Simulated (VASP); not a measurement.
Here is a VASP 6.6.1 calculation.

INCAR

```
PREC = Accurate
ENCUT = 600
EDIFF = 1E-7
ISMEAR = -1
SIGMA = 0.05
LREAL = False
LASPH = True
NELM = 100
ALGO = Normal
ISIF = 3
LWAVE = False
LCHARG = False
GGA = PE
IBRION = 2
NSW = 32
EDIFFG = -0.005
PSTRESS = 240.0
```

File KPOINTS:

```
regular mesh
0
Gamma
  12 12 12
```

The input POSCAR:

```
Ge
1.0
    0.0000000000      2.6650994526      2.6650994526
    2.6650994526      0.0000000000      2.6650994526
    2.6650994526      2.6650994526      0.0000000000
Ge
2
Direct
   -0.1250000000     -0.1250000000     -0.1250000000
    0.1250000000      0.1250000000      0.1250000000
```

Potentials or basis: VASP PAW PBE potentials, release 64 (Ge_d).

Launch:

```bash
$ cat potpaw_PBE.64/Ge_d/POTCAR > POTCAR
$ mpirun -np 1 vasp_std > vasp.out
```

Q: Predict the band gap on the k mesh.

A: 0.27 eV (least direct gap 1.78 eV).

Q: Estimate the relaxed cell.

A: a = 3.768 Å, b = 3.768 Å, c = 3.768 Å, α = 60.00°, β = 60.00°, γ = 60.00°.

Q: Predict the relaxed volume.

A: 18.92 Å³/atom.

Q: Predict the space group after relaxing (to 0.1 Å).

A: Fd-3m (No. 227).

Final structure:
```
Ge
1.0
     0.00000    2.66467    2.66467
     2.66467    0.00000    2.66467
     2.66467    2.66467    0.00000
Ge
2
Direct
  0.87500 0.87500 0.87500
  0.12500 0.12500 0.12500
```

Caveat: the cell is relaxed towards a set pressure, so the run minimises the enthalpy, not the energy. A k mesh can miss the band edges.
